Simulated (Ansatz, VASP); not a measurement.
**Two plane-wave programs on Be**

```xyz
2
Lattice="3.0172 0.0000 0.0000 -1.5086 2.6130 0.0000 0.0000 0.0000 4.6583" Properties=species:S:1:pos:R:3 pbc="T T T"
Be    0.0000    1.7420    1.1646
Be    1.5086    0.8710    3.4937
```

Alike in both runs: task single point; functional PBE; k mesh 18 × 18 × 10; occupations gaussian, width 0.1 eV; no spin polarisation.

```csv
,VASP,Ansatz
version,VASP 6.6.1,Ansatz 0.2.0
potentials or method,"VASP PAW PBE potentials, release 64 (Be), cutoff 600 eV","scalar-relativistic, plane waves, PAW"
valence electrons in the cell,4,4
```

```tsv
	VASP	Ansatz	Ansatz less VASP
gap on the k mesh at the Fermi level (eV)	none	none	-
pressure (GPa)	-23.6	-23.6	0.00
traceless stress, the component that is largest in VASP (GPa)	-0.98	-0.98	+0.001
```

A gap of «none» marks a metal or a gap that the smearing closes.
